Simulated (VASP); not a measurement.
Write the native input for VASP 6.6.1 that does the following.

```
Task                   : single point
Functional             : PBE
Potentials or basis    : VASP PAW PBE potentials, release 64 (Mn_pv, Sb)
Cutoff                 : 520 eV
k mesh                 : 10 × 10 × 10
Occupations            : fermi-dirac, width 0.03 eV
Spin                   : collinear spin, ferromagnetic start
Starting moments       : [4.0, 0.0] μB
Dipole correction      : no
Further INCAR settings : ALGO = Normal; EDIFF = 1e-06; NBANDS = 20
```

The structure of MnSb (zincblende type) lies in POSCAR:

```
MnSb
1.0
    0.0000000000      3.0483250126      3.0483250126
    3.0483250126      0.0000000000      3.0483250126
    3.0483250126      3.0483250126      0.0000000000
Mn Sb
1 1
Direct
    0.0000000000      0.0000000000      0.0000000000
    0.2500000000      0.2500000000      0.2500000000
```

This cell differs from its parent crystal: volume scaled by 0.96.

The input as run:

INCAR

```
SYSTEM = MnSb
ALGO = Normal
EDIFF = 1E-6
ENCUT = 520
GGA = PE
ISIF = 2
ISMEAR = -1
ISPIN = 2
LASPH = .True.
LCHARG = .False.
LMAXMIX = 4
LORBIT = 11
LREAL = .False.
LWAVE = .False.
MAGMOM = 4 0
NBANDS = 20
NELM = 150
PREC = Accurate
SIGMA = 0.03
```

KPOINTS

```
k-points
0
Gamma
  10 10 10
  0 0 0
```

Potentials or basis: VASP PAW PBE potentials, release 64 (Mn_pv, Sb).

Launch:

```console
$ cat potpaw_PBE.64/Mn_pv/POTCAR potpaw_PBE.64/Sb/POTCAR > POTCAR
$ mpirun -np 1 vasp_std > vasp.out
```

It gave:

```yaml
Pressure: 2.0 GPa
Band_gap_on_the_k_mesh: zero (filled and empty bands overlap)
Net_moment: 4.00 μB per cell
Site_moments: Mn +3.85; Sb -0.16 μB
Valence_electrons_inside_the_program's_atomic_spheres: Mn 11.47; Sb 2.52
```

Caveat: spin-orbit coupling is left out, which moves the levels of the heavy elements; a cell with one magnetic atom can't hold antiferromagnetic order, which such compounds often take.

Run time: 52 s on 1 thread of Intel Xeon 6975P-C, on a shared host, peak memory 0.25 GiB.
